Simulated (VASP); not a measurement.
A run of VASP 6.6.1 is set up as follows.

Contents of INCAR:

```
  PREC = Accurate
  ENCUT = 520
  EDIFF = 1E-7
  ISMEAR = 0
  SIGMA = 0.05
  LREAL = False
  LASPH = True
  NELM = 60
  ALGO = Normal
  ISIF = 2
  LWAVE = False
  LCHARG = False
  GGA = PE
  NBANDS = 11
```

KPOINTS

```
regular mesh
0
Gamma
  12 12 12
```

POSCAR

```
BP
1.0
    0.0000000000      2.3329488668      2.1463129575
    2.3329488668      0.0000000000      2.1463129575
    2.3329488668      2.3329488668      0.0000000000
B P
1 1
Direct
    0.0000000000      0.0000000000      0.0000000000
    0.7500000000      0.7500000000      0.7500000000
```

Potentials or basis: VASP PAW PBE potentials, release 64 (B, P).

Launch:

```sh
$ cat potpaw_PBE.64/B/POTCAR potpaw_PBE.64/P/POTCAR > POTCAR
$ mpirun -np 1 vasp_std > vasp.out
```

Q: What does it give for the pressure?

A: 0.8 GPa.

Stress tensor (GPa, compression positive):
```
-5.82  0.00  0.00
 0.00 -5.82  0.00
 0.00  0.00 13.90
```
